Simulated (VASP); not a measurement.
Write the native input for VASP 6.6.1 that does the following.

* Task: single point
* Functional: PBEsol
* Potentials or basis: VASP PAW PBE potentials, release 64 (Cd, F)
* Cutoff: 520 eV
* k mesh: 8 × 8 × 8
* Occupations: gaussian, width 0.05 eV
* Spin: no spin polarisation
* Dipole correction: no
* Further INCAR settings: ALGO = Normal; EDIFF = 1e-07; NBANDS = 20

The structure of CdF2 lies in POSCAR:

```
CdF2
1.0
    0.0000000000      2.6713119231      2.5153073068
    2.6713119231      0.0000000000      2.5153073068
    2.6713119231      2.6713119231      0.0000000000
Cd F
1 2
Direct
    0.0000000000      0.0000000000      0.0000000000
    0.2500000000      0.2500000000      0.2500000000
    0.7500000000      0.7500000000      0.7500000000
```

One way to write it, as run:

INCAR

```
SYSTEM = CdF2
  ALGO = Normal
  EDIFF = 1E-7
  ENCUT = 520
  GGA = PS
  ISIF = 2
  ISMEAR = 0
  LASPH = .True.
  LCHARG = .False.
  LREAL = .False.
  LWAVE = .False.
  NBANDS = 20
  NELM = 100
  PREC = Accurate
  SIGMA = 0.05
```

KPOINTS

```
k-points
0
Gamma
  8 8 8
  0 0 0
```

Potentials or basis: VASP PAW PBE potentials, release 64 (Cd, F).

The run is started by

```console
$ cat potpaw_PBE.64/Cd/POTCAR potpaw_PBE.64/F/POTCAR > POTCAR
$ mpirun -np 1 vasp_std > vasp.out
```

Results of the run:

The pressure is 12.3 GPa and the band gap on the k mesh is 3.09 eV (least direct gap 3.47 eV).

Caveat: the cell stands under pressure; the PAW data sets were made with another functional, which shifts forces and pressure a little.

Run time: 65 s on 1 thread of Intel Xeon 8259CL, on a shared host, peak memory 0.18 GiB.
